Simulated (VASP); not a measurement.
# Gd (Pm-3m) in VASP: a series of runs

Gd is run at these levels: PBE; tasks: single point.

Everything below comes from runs of VASP 6.6.1. Logs are shortened: lines on timing, memory, paths and dates and some standing lists are left out, and cuts for length are marked.

## Step 1: The cell of the first run

The structure is cubic, space group Pm-3m (No. 221). The conventional cell has a = 2.878 Å, b = 2.878 Å, c = 2.878 Å, α = 90.00°, β = 90.00°, γ = 90.00°. Within 3.8 Å of Gd (site symmetry m-3m) lie 6 Gd at 2.88 Å.

This isn't the form of Gd at room conditions, which is hcp.

## Step 2: Single point, PBE, collinear spin, ferromagnetic start (23.83 Å³/atom)

The input, INCAR:

```
SYSTEM = Gd
ALGO     = Normal         ! electronic algorithm
EDIFF    = 1E-6           ! SCF threshold, eV
ENCUT    = 520            ! plane-wave cutoff, eV
GGA      = PE             ! functional
ISIF     = 2              ! what is computed and relaxed
ISMEAR   = -1             ! smearing method
ISPIN    = 2              ! spin polarisation
LASPH    = .TRUE.         ! aspherical terms in the spheres
LCHARG   = .TRUE.         ! write CHGCAR
LELF     = .TRUE.         ! ELF
LMAXMIX  = 6              ! l up to which the mixer works
LORBIT   = 11             ! projections on sites
LREAL    = .FALSE.        ! projectors in reciprocal space
LVHAR    = .TRUE.       
LWAVE    = .FALSE.        ! write WAVECAR
MAGMOM   = 7              ! initial moments
NBANDS   = 19             ! bands
NELM     = 150            ! most SCF steps
PREC     = Accurate       ! precision mode
SIGMA    = 0.08           ! smearing width, eV
```

The input, KPOINTS:

```
k-points
0
G
  13 13 13
  0 0 0
```

The input, POSCAR:

```
Gd
1.0
    2.8777092989      0.0000000000      0.0000000000
    0.0000000000      2.8777092989      0.0000000000
    0.0000000000      0.0000000000      2.8777092989
Gd
1
Direct
    0.0000000000      0.0000000000      0.0000000000
```

Potentials or basis: VASP PAW PBE potentials, release 64 (Gd).

The run is started by

```bash
$ cat potpaw_PBE.64/Gd/POTCAR > POTCAR
$ mpirun -np 1 vasp_std > vasp.out
```

OUTCAR:

```text
SYSTEM = Gd
   EDIFF = 1E-6
   ENCUT = 520
   GGA = PE
   ISIF = 2
   ISMEAR = -1
   ISPIN = 2
   LASPH = .TRUE.
   LORBIT = 11
   LREAL = .FALSE.
   NELM = 150
   PREC = Accurate

 ion  position               nearest neighbor table
   1  0.000  0.000  0.000-

  LATTYP: Found a simple cubic cell.
 ALAT       =     2.8777092989

  Lattice vectors:

 A1 = (   2.8777092989,   0.0000000000,   0.0000000000)
 A2 = (   0.0000000000,   2.8777092989,   0.0000000000)
 A3 = (   0.0000000000,   0.0000000000,   2.8777092989)

Analysis of symmetry for initial positions (statically):
=====================================================================
 Subroutine PRICEL returns:
 Original cell was already a primitive cell.

 Routine SETGRP: Setting up the symmetry group for a
 simple cubic supercell.

 Subroutine GETGRP returns: Found 48 space group operations
 (whereof 48 operations were pure point group operations)
 out of a pool of 48 trial point group operations.

The static configuration has the point symmetry O_h .

Analysis of symmetry for dynamics (positions and initial velocities):
=====================================================================
 Subroutine PRICEL returns:
 Original cell was already a primitive cell.

 Routine SETGRP: Setting up the symmetry group for a
 simple cubic supercell.

 Subroutine GETGRP returns: Found 48 space group operations
 (whereof 48 operations were pure point group operations)
 out of a pool of 48 trial point group operations.

The dynamic configuration has the point symmetry O_h .

Analysis of structural, dynamic, and magnetic symmetry:
=====================================================================
 Subroutine PRICEL returns:
 Original cell was already a primitive cell.

 Routine SETGRP: Setting up the symmetry group for a
 simple cubic supercell.

 Subroutine GETGRP returns: Found 48 space group operations
 (whereof 48 operations were pure point group operations)
 out of a pool of 48 trial point group operations.

The overall configuration has the point symmetry O_h .

 Subroutine INISYM returns: Found 48 space group operations
 (whereof 48 operations are pure point group operations),
 and found     1 'primitive' translations

----------------------------------------------------------------------------------------

                                     Primitive cell

  volume of cell :      23.8309

  direct lattice vectors                    reciprocal lattice vectors
     2.877709299  0.000000000  0.000000000     0.347498616  0.000000000  0.000000000
     0.000000000  2.877709299  0.000000000     0.000000000  0.347498616  0.000000000
     0.000000000  0.000000000  2.877709299     0.000000000  0.000000000  0.347498616

  length of vectors
     2.877709299  2.877709299  2.877709299     0.347498616  0.347498616  0.347498616

  position of ions in fractional coordinates (direct lattice)
     0.000000000  0.000000000  0.000000000

  ion indices of the primitive-cell ions
   primitive index   ion index
                 1           1

----------------------------------------------------------------------------------------

 KPOINTS: k-points

Automatic generation of k-mesh.
 Grid dimensions read from file:
 generate k-points for:   13   13   13

 Generating k-lattice:

  Cartesian coordinates                     Fractional coordinates (reciprocal lattice)
     0.026730663  0.000000000  0.000000000     0.076923077  0.000000000  0.000000000
     0.000000000  0.026730663  0.000000000     0.000000000  0.076923077  0.000000000
     0.000000000  0.000000000  0.026730663     0.000000000  0.000000000  0.076923077

  Length of vectors
     0.026730663  0.026730663  0.026730663

  Shift w.r.t. Gamma in fractional coordinates (k-lattice)
     0.000000000  0.000000000  0.000000000

 Subroutine IBZKPT returns following result:
 ===========================================

 Found     84 irreducible k-points:

 Following reciprocal coordinates:
            Coordinates               Weight
  0.000000  0.000000  0.000000      1.000000
  0.076923  0.000000  0.000000      6.000000
  0.153846  0.000000  0.000000      6.000000
  0.230769  0.000000  0.000000      6.000000
  0.307692  0.000000  0.000000      6.000000
  0.384615  0.000000  0.000000      6.000000
[... 16 lines left out ...]
  0.307692  0.307692  0.000000     12.000000
  0.384615  0.307692  0.000000     24.000000
 [... further k-points ...]
   k-points           NKPTS =     84   k-points in BZ     NKDIM =     84   number of bands    NBANDS=     19
   number of dos      NEDOS =    301   number of ions     NIONS =      1
   total plane-waves  NPLWV =  13824
   dimension x,y,z NGX =    24 NGY =   24 NGZ =   24
   dimension x,y,z NGXF=    48 NGYF=   48 NGZF=   48
   ions per type =               1
   NGX,Y,Z   is equivalent  to a cutoff of  13.86, 13.86, 13.86 a.u.
   NGXF,Y,Z  is equivalent  to a cutoff of  27.73, 27.73, 27.73 a.u.
 SYSTEM =  Gd
   PREC   = accura    normal or accurate (medium, high low for compatibility)
   ISTART =      0    job   : 0-new  1-cont  2-samecut
   ICHARG =      2    charge: 1-file 2-atom 10-const
   ISPIN  =      2    spin polarized calculation?
   LNONCOLLINEAR =      F non collinear calculations
   LSORBIT =      F    spin-orbit coupling
   LASPH  =      T    aspherical Exc in radial PAW
   ENCUT  =  520.0 eV  38.22 Ry    6.18 a.u.   5.35  5.35  5.35*2*pi/ulx,y,z
   NELM   =    150;   NELMIN=  2; NELMDL= -5     # of ELM steps
   EDIFF  = 0.1E-05   stopping-criterion for ELM
   LREAL  =      F    real-space projection
   EDIFFG = 0.1E-04   stopping-criterion for IOM
   NSW    =      0    number of steps for IOM
   IBRION =     -1    ionic relax: 0-MD 1-quasi-New 2-CG
   NFREE  =      0    steps in history (QN), initial steepest desc. (CG)
   ISIF   =      2    stress and relaxation
   ISYM   =      2    0-nonsym 1-usesym 2-fastsym
   POTIM  = 0.5000    time-step for ionic-motion
   TEBEG  =    0.0;   TEEND  =   0.0 temperature during run
   PSTRESS=    0.0 pullay stress
   NELECT =      18.0000    total number of electrons
   NUPDOWN=      -1.0000    fix difference up-down
   EMIN   =  10.00;   EMAX   =-10.00  energy-range for DOS
   EFERMI =   0.00;   METHOD = LEGACY
   ISMEAR =    -1;   SIGMA  =   0.08  broadening in eV -4-tet -1-fermi 0-gaus
   EFERMI_NEDOS =   21; number of points for ismear=-14 and -15
   IALGO  =     38    algorithm
   IMIX   =      4    mixing-type and parameters
     AMIX     =   0.40;   BMIX     =  1.00
     AMIX_MAG =   1.60;   BMIX_MAG =  1.00
  volume/ion in A,a.u.               =      23.83       160.82
  Fermi-wavevector in a.u.,A,eV,Ry     =   1.490912  2.817416 30.243293  2.222819
  Thomas-Fermi vector in A             =   2.603634
   LORBIT       =     11    0 simple, 1 ext, 2 COOP (PROOUT), +10 PAW based schemes
   GGA     = PE    functional components
   LHFCALC =     F    Hartree Fock is set to
   AEXX    =    0.0000 exact exchange contribution
   IVDW    =     0    specifies the selected vdW correction
   LEPSILON=     F    determine dielectric tensor
   LRPA    =     F    only Hartree local field effects (RPA)
 spin polarized calculation
  energy-cutoff  :      520.00
  volume of cell :       23.83
 maximum number of plane-waves:       660
 NGX is ok and might be reduce to    24
   NGX = 11   NGY = 11   NGZ = 11

 number of electron      18.0000004 magnetization       7.4611635

 Free energy of the ion-electron system (eV)
  ---------------------------------------------------
  ext. energy  EPLUGINS =         0.00000000
  ---------------------------------------------------
  free energy    TOTEN  =       -10.62187012 eV

  energy without entropy =      -10.59409403  energy(sigma->0) =      -10.60798207

 E-fermi :   4.6099     XC(G=0): -11.4786

 val. band max:        4.5934348510   @ k =   0.4615   0.3846   0.3077
 cond. band min:       4.6131904014   @ k =   0.3846   0.3846   0.0769
 fundamental gap:      0.0197555503
 Fermi energy:         4.6099171027

 spin component 1

 k-point     1 :       0.0000    0.0000    0.0000
  band No.  band energies     occupation
      1     -40.6602      1.00000
      2     -16.8555      1.00000
      3     -16.8555      1.00000
      4     -16.8555      1.00000
      5      -0.3115      1.00000
      6       0.1731      1.00000
[... 11 lines left out ...]
     18      18.8094      0.00000
     19      18.8094      0.00000

 k-point     2 :       0.0769    0.0000    0.0000
  band No.  band energies     occupation
      1     -40.6442      1.00000
      2     -17.0257      1.00000
      3     -16.8414      1.00000
      4     -16.8414      1.00000
      5      -0.1171      1.00000
      6       0.1602      1.00000
[... 11 lines left out ...]
     18      17.9671      0.00000
     19      19.3039      0.00000

 k-point     3 :       0.1538    0.0000    0.0000
  band No.  band energies     occupation
      1     -40.5996      1.00000
      2     -17.4745      1.00000
      3     -16.8019      1.00000
      4     -16.8019      1.00000
      5       0.1268      1.00000
      6       0.1690      1.00000
[... 11 lines left out ...]
     18      16.4838      0.00000
     19      20.3839      0.00000

 k-point     4 :       0.2308    0.0000    0.0000
  band No.  band energies     occupation
      1     -40.5357      1.00000
      2     -18.0602      1.00000
      3     -16.7455      1.00000
      4     -16.7455      1.00000
      5       0.0733      1.00000
      6       0.0846      1.00000
[... 407 lines left out ...]
     18      16.5046      0.00000
     19      19.8216      0.00000

 k-point    23 :       0.3077    0.3077    0.0000
  band No.  band energies     occupation
      1     -40.2777      1.00000
      2     -18.4253      1.00000
      3     -18.3527      1.00000
      4     -16.5214      1.00000
      5       0.0330      1.00000
      6       0.0578      1.00000
[... 11 lines left out ...]
     18      16.0279      0.00000
     19      17.8498      0.00000

 k-point    24 :       0.3846    0.3077    0.0000
  band No.  band energies     occupation
      1     -40.2210      1.00000
      2     -18.8211      1.00000
      3     -18.3138      1.00000
      4     -16.4728      1.00000
      5      -0.0057      1.00000
      6       0.0555      1.00000
[... 11 lines left out ...]
     18      15.8528      0.00000
     19      18.4762      0.00000

 [... further k-points ...]

 spin component 2

 k-point     1 :       0.0000    0.0000    0.0000
  band No.  band energies     occupation
      1     -37.4850      1.00000
      2     -14.4071      1.00000
      3     -14.4071      1.00000
      4     -14.4071      1.00000
      5       0.5550      1.00000
      6       4.0324      0.99927
[... 11 lines left out ...]
     18      19.7956      0.00000
     19      19.7956      0.00000

 k-point     2 :       0.0769    0.0000    0.0000
  band No.  band energies     occupation
      1     -37.4668      1.00000
      2     -14.6009      1.00000
      3     -14.3907      1.00000
      4     -14.3907      1.00000
      5       0.7618      1.00000
      6       4.0789      0.99869
[... 11 lines left out ...]
     18      18.9804      0.00000
     19      20.3242      0.00000

 k-point     3 :       0.1538    0.0000    0.0000
  band No.  band energies     occupation
      1     -37.4157      1.00000
      2     -15.1074      1.00000
      3     -14.3449      1.00000
      4     -14.3449      1.00000
      5       1.2827      1.00000
      6       4.2120      0.99314
[... 11 lines left out ...]
     18      17.5644      0.00000
     19      21.4521      0.00000

 k-point     4 :       0.2308    0.0000    0.0000
  band No.  band energies     occupation
      1     -37.3425      1.00000
      2     -15.7602      1.00000
      3     -14.2792      1.00000
      4     -14.2792      1.00000
      5       1.9430      1.00000
      6       4.4126      0.92175
[... 407 lines left out ...]
     18      18.0831      0.00000
     19      21.0026      0.00000

 k-point    23 :       0.3077    0.3077    0.0000
  band No.  band energies     occupation
      1     -37.0471      1.00000
      2     -16.1478      1.00000
      3     -16.0520      1.00000
      4     -14.0191      1.00000
      5       3.2038      1.00000
      6       4.6743      0.30902
[... 11 lines left out ...]
     18      17.3662      0.00000
     19      19.0895      0.00000

 k-point    24 :       0.3846    0.3077    0.0000
  band No.  band energies     occupation
      1     -36.9819      1.00000
      2     -16.5723      1.00000
      3     -16.0086      1.00000
      4     -13.9624      1.00000
      5       2.8183      1.00000
      6       4.8469      0.04916
[... 11 lines left out ...]
     18      17.3360      0.00000
     19      19.7338      0.00000

 [... further k-points ...]
[... 5 lines left out ...]
  --------------------------------------------------------------------------------------
  -------------------------------------------------------------------------------------
  Total        2.7693752      2.7693752      2.7693752     -0.0000000     -0.0000000      0.0000000
  in kB      186.1879749    186.1879749    186.1879749     -0.0000000     -0.0000000      0.0000000
  external PRESSURE =     186.1879749 kB  Pullay stress =       0.0000000 kB

 VOLUME and BASIS-vectors are now :
 -----------------------------------------------------------------------------
  energy-cutoff  :      520.00
  volume of cell :       23.83
      direct lattice vectors                 reciprocal lattice vectors
     2.877709299  0.000000000  0.000000000     0.347498616  0.000000000  0.000000000
     0.000000000  2.877709299  0.000000000     0.000000000  0.347498616  0.000000000
     0.000000000  0.000000000  2.877709299     0.000000000  0.000000000  0.347498616

 POSITION                                       TOTAL-FORCE (eV/Angst)
 -----------------------------------------------------------------------------------
      0.00000      0.00000      0.00000         0.000000      0.000000      0.000000
 -----------------------------------------------------------------------------------
    total drift:                                0.000000      0.000000      0.000000

  FREE ENERGIE OF THE ION-ELECTRON SYSTEM (eV)
  ---------------------------------------------------
  free  energy   TOTEN  =       -10.6218701212 eV

  energy  without entropy=      -10.5940940283  energy(sigma->0) =      -10.60798207

 total charge

# of ion       s       p       d       f       tot
--------------------------------------------------
    1        2.075   5.532   0.895   7.021  15.523

 magnetization (x)

# of ion       s       p       d       f       tot
--------------------------------------------------
    1        0.027  -0.064   0.312   6.727   7.002
```

Wall time 86 s (1 thread of AMD EPYC 9R45 (Zen 5), shared host); peak memory 0.18 GiB.

Results:

* Free energy: -10.6219 eV
* Pressure: 18.6 GPa
* Net moment: 7.46 μB per cell
* Site moments: Gd +7.00 μB
* Valence electrons inside the program's atomic spheres: Gd 15.52

Levels at points of the mesh, in eV from the Fermi level:
Spin up:
| k point | band 9 | band 10 | band 11 | band 12 | band 13 | band 14 | band 15 | band 16 | band 17 | band 18 |
| --- | --- | --- | --- | --- | --- | --- | --- | --- | --- | --- |
| (0.00, 0.00, 0.00) | -4.29 | -4.29 | -4.29 | -4.21 | -2.06 | -2.06 | 8.15 | 8.15 | 8.15 | 14.20 |
Spin down:
```csv
k point,band 3,band 4,band 5,band 6,band 7,band 8
"(0.00, 0.00, 0.00)",-19.02,-19.02,-4.05,-0.58,-0.58,0.84
```

Caveat: the cell stands under pressure; spin-orbit coupling is left out, which moves the levels of the heavy elements; semilocal functionals describe open f shells poorly, which spoils levels, moments and volumes. The state reached can hang on the start; a lower one may exist.

[end of part 1 of 2]
